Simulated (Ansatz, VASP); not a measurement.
# One calculation of Sn2H, two programs

```xyz
6
Lattice="4.9434 0.0000 0.0000 -2.4717 4.2811 0.0000 0.0000 0.0000 5.8246" Properties=species:S:1:pos:R:3 pbc="T T T"
Sn    0.0000    0.0000    2.9123
Sn    0.0000    0.0000    0.0000
Sn    2.4717    1.4270    1.4562
Sn    0.0000    2.8541    4.3685
H     2.4717    1.4270    4.3685
H     0.0000    2.8541    1.4562
```

Change from the starting cell: species swapped into the Mn2Ge type (P6_3/mmc, No. 194).

Alike in both runs: functional PBE; k mesh 6 × 6 × 4; occupations gaussian, width 0.1 eV; no spin polarisation.

Ansatz relaxed the structure, and its values are those at the end. VASP's run is a single point on that final structure, the one shown.

```csv
,VASP,Ansatz
version,VASP 6.6.1,Ansatz 0.2.0
potentials or method,"VASP PAW PBE potentials, release 64 (Sn_d, H), cutoff 520 eV","scalar-relativistic, plane waves, PAW"
valence electrons in the cell,58,58
```

Ansatz gave:

* gap on the k mesh at the Fermi level (eV): none
* pressure (GPa): 0.1

**Question.** Estimate VASP's values.

**Answer.** gap on the k mesh at the Fermi level (eV): none; pressure (GPa): 0.0.

A gap of «none» marks a metal or a gap that the smearing closes.
